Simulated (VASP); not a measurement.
Ca:

```xyz
1
Lattice="0.0000 2.7564 2.7564 2.7564 0.0000 2.7564 2.7564 2.7564 0.0000" Properties=species:S:1:pos:R:3 pbc="T T T"
Ca    0.0000    0.0000    0.0000
```

Base run:

| Property | Result |
| --- | --- |
| Program | VASP 6.6.1 |
| Functional | PBEsol |
| Potentials or basis | VASP PAW PBE potentials, release 64 (Ca_sv) |
| Cutoff | 520 eV |
| k mesh | 8 × 8 × 8 |
| Occupations | fermi-dirac, width 0.05 eV |
| Spin | no spin polarisation |

Its results: band gap on the k mesh zero (band 5 reaches 2.11 eV, above the bottom of band 6 at 1.77 eV); pressure -0.5 GPa.

**Question.** The run is repeated on the same cell with these changes: functional from PBEsol to LDA; potentials or basis from VASP PAW PBE potentials, release 64 (Ca_sv) to VASP PAW LDA potentials, release 64 (Ca_sv). What comes out?

**Answer.** Band gap on the k mesh zero (band 5 reaches 1.99 eV, above the bottom of band 6 at 1.72 eV); pressure -1.6 GPa.

Caveats: the PAW data sets were made with another functional, which shifts forces and pressure a little (some runs).
